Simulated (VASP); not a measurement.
A run of VASP 6.6.1 is set up as follows.

The input INCAR:

```
SYSTEM = RbBr
  PREC = Accurate
  ENCUT = 520
  EDIFF = 1E-6
  ISMEAR = -1
  SIGMA = 0.1
  LREAL = .FALSE.
  LASPH = .TRUE.
  NELM = 100
  ALGO = Normal
  ISIF = 2
  LWAVE = .FALSE.
  LCHARG = .FALSE.
  GGA = CA
  NBANDS = 15
```

The input KPOINTS:

```
regular mesh
0
G
  12 12 12
  0 0 0
```

The input POSCAR:

```
RbBr
1.0
    3.3441547396      0.0000000000      0.0000000000
    0.0000000000      3.3441547396      0.0000000000
    0.0000000000      0.0000000000      3.3441547396
Rb Br
1 1
Direct
    0.0000000000      0.0000000000      0.0000000000
    0.5000000000      0.5000000000      0.5000000000
```

Potentials or basis: VASP PAW LDA potentials, release 64 (Rb_sv, Br).

Run with:

```bash
$ cat potpaw_LDA.64/Rb_sv/POTCAR potpaw_LDA.64/Br/POTCAR > POTCAR
$ mpirun -np 1 vasp_std > vasp.out
```

Q: Predict the band gap on the k mesh.

A: 3.28 eV, direct.

Q: Estimate the pressure.

A: 42.2 GPa.

 A k mesh can miss the band edges.
